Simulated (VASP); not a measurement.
Runs of VASP 6.6.1 on TiB2. The structure is that of space group P6/mmm (No. 191), or close to it. The cells are those of the table. 

| task | level | potentials or basis | cell | k mesh | cutoff (eV) | gap on the mesh (eV) | pressure (GPa) | relaxed volume (Å³/atom) |
| --- | --- | --- | --- | --- | --- | --- | --- | --- |
| relaxation of cell and atoms | r2SCAN | VASP PAW PBE potentials, release 64 (Ti_sv, B) | relaxed from a = 3.029, b = 3.029, c = 3.228 Å, angles 90.0, 90.0, 120.0°, 3 atoms | 12 × 12 × 10 | 550 | none | 0.0 | 8.54 |
| relaxation of the atoms | r2SCAN | VASP PAW PBE potentials, release 64 (Ti_sv, B) | atoms relaxed from a = 3.005, b = 3.005, c = 3.203 Å, angles 90.0, 90.0, 120.0°, 3 atoms | 13 × 13 × 10 | 500 | none | 6.3 | - |
| relaxation of cell and atoms | PBEsol | VASP PAW PBE potentials, release 64 (Ti_sv, B) | relaxed from a = 3.029, b = 3.029, c = 3.228 Å, angles 90.0, 90.0, 120.0°, 3 atoms | 12 × 12 × 10 | 500 | none | 0.0 | 8.38 |
| relaxation of cell and atoms | PBE | VASP PAW PBE potentials, release 64 (Ti_sv, B) | relaxed from a = 3.029, b = 3.029, c = 3.228 Å, angles 90.0, 90.0, 120.0°, 3 atoms | 12 × 12 × 10 | 500 | none | 0.0 | 8.56 |
| relaxation of cell and atoms | LDA | VASP PAW LDA potentials, release 64 (Ti_sv, B) | relaxed from a = 3.029, b = 3.029, c = 3.228 Å, angles 90.0, 90.0, 120.0°, 3 atoms | 12 × 12 × 10 | 500 | none | 0.2 | (a) |

Alike in all rows: no spin polarisation; smearing fermi-dirac 0.1 eV.

**Question.** Estimate the missing entries.

**Answer.** (a) 8.19.

Caveats: the PAW data sets were made with another functional, which shifts forces and pressure a little (some runs); the relaxation stopped at its first step, so nothing moved (some runs).

A gap of «none» marks levels without a gap at the run's occupations.
